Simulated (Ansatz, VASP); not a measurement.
## Ge in VASP and in Ansatz

The input INCAR:

```
  PREC = Accurate
  ENCUT = 520
  EDIFF = 1E-6
  ISMEAR = -1
  SIGMA = 0.3
  LREAL = False
  LASPH = True
  NELM = 100
  ALGO = Normal
  ISIF = 2
  LWAVE = False
  LCHARG = True
  GGA = CA
  LELF = True
  LVHAR = True
  NBANDS = 21
```

Contents of KPOINTS:

```
Automatic mesh
0
Gamma
  10 10 10
```

Contents of POSCAR:

```
Ge
1.0
    0.0000000000      2.8147752533      2.8147752533
    2.8147752533      0.0000000000      2.8147752533
    2.8147752533      2.8147752533      0.0000000000
Ge
2
Direct
    0.5000000000      0.5000000000      0.5000000000
    0.7500000000      0.7500000000      0.7500000000
```

Input for Ansatz:

```yaml
crystal:
  lattice:
    - [0.0, 2.8147752533, 2.8147752533]
    - [2.8147752533, 0.0, 2.8147752533]
    - [2.8147752533, 2.8147752533, 0.0]
  atoms:
    - { symbol: Ge, position: [0.5, 0.5, 0.5] }
    - { symbol: Ge, position: [0.75, 0.75, 0.75] }
hamiltonian:
  xc: lda
  pseudopotentials:
    kind: paw
    azcp:
      Ge: "pseudopotentials/Ge.paw.azcp"
basis:
  ecutwfc: 420
  fft_grid_basis: typed
kpoints:
  mp_grid: { grid: [10, 10, 10], shift: [0, 0, 0] }
magnetization:
  spin_polarized: false
scf:
  occupations: { method: fermi_dirac, width: 0.3 }
  lower_state_search: "off"
output:
  stress: true
  write_density: true
  write_potential: true
  elf: true
  volumetric_format: npy
```

Alike in both runs: task single point; functional LDA; k mesh 10 × 10 × 10; occupations fermi-dirac, width 0.3 eV; no spin polarisation.

|  | VASP | Ansatz |
| --- | --- | --- |
| version | VASP 6.6.1 | Ansatz 0.2.0 |
| potentials or method | VASP PAW LDA potentials, release 64 (Ge_d), cutoff 520 eV | plane waves (420 eV) with PAW, scalar-relativistic |
| valence electrons in the cell | 28 | 28 |

Ansatz gave:

| Property | Result |
| --- | --- |
| pressure (GPa) | 0.0 |

Estimate VASP's values.

pressure (GPa): 0.2.

Ansatz warns that its potentials were made for another functional, while VASP's fit it. LDA's correlation is that of Perdew and Zunger in VASP and of Perdew and Wang (1992) in Ansatz.
